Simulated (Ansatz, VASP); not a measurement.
## One calculation of WS2, two programs

```
CELL_PARAMETERS angstrom
3.15281 0.00000 0.00000
-1.57641 2.73042 0.00000
0.00000 0.00000 14.28201
ATOMIC_POSITIONS crystal
W 0.66667 0.33333 0.75000
W 0.33333 0.66667 0.25000
S 0.33333 0.66667 0.86154
S 0.66667 0.33333 0.36154
S 0.33333 0.66667 0.63846
S 0.66667 0.33333 0.13846
```

Alike in both runs: task relaxation of cell and atoms; functional PBE; k mesh 12 × 12 × 2; occupations gaussian, width 0.02 eV; no spin polarisation.

|  | VASP | Ansatz |
| --- | --- | --- |
| version | VASP 6.6.1 | Ansatz 0.2.0 |
| potentials or method | VASP PAW PBE potentials, release 64 (W_sv, S), cutoff 600 eV | scalar-relativistic, plane waves, PAW |
| valence electrons in the cell | 52 | 52 |

Ansatz gave:

- gap on the k mesh at the Fermi level, each at its own relaxed structure (eV): 1.62
- relaxed volume (Å³/atom): 21.70
- relaxed cell length with the largest relative difference (Å): 14.792

Estimate VASP's values.

gap on the k mesh at the Fermi level, each at its own relaxed structure (eV): 1.55; relaxed volume (Å³/atom): 20.78; relaxed cell length with the largest relative difference (Å): 14.163.

Spin-orbit coupling is off throughout.
